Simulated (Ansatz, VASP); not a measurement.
One calculation of O, two programs

```
O
1.0
     0.00000    1.53150    3.48533
     1.52161    0.00000    3.48533
     1.52161    1.53150    0.00000
O
2
Direct
  0.08085 0.08085 0.91915
  0.91915 0.91915 0.08085
```

Change from the starting cell: volume 8.122 Å^3 an atom, stretch along c over the lengths across it, relative to the relaxed cell 1.0000.

Alike in both runs: task single point; functional LDA; k mesh 22 × 22 × 22; occupations gaussian, width 0.15 eV; no spin polarisation.

|  | VASP | Ansatz |
| --- | --- | --- |
| version | VASP 6.6.1 | Ansatz 0.2.0 |
| potentials or method | VASP PAW LDA potentials, release 64 (O), cutoff 520 eV | scalar-relativistic, plane waves, PAW |
| valence electrons in the cell | 12 | 12 |

VASP gave:

* gap on the k mesh at the Fermi level (eV): none
* rms of the force components (eV/Å): 5.615

What did Ansatz give for the same quantities?

gap on the k mesh at the Fermi level (eV): none; rms of the force components (eV/Å): 3.638.

LDA's correlation is that of Perdew and Zunger in VASP and of Perdew and Wang (1992) in Ansatz. Atom by atom the forces differ by 1.976 eV/Å (rms over components). A gap of «none» marks a metal or a gap that the smearing closes.

Noted on VASP's run: the standard files for N, O and F lose accuracy on very short bonds; spin is off for a triplet molecule.
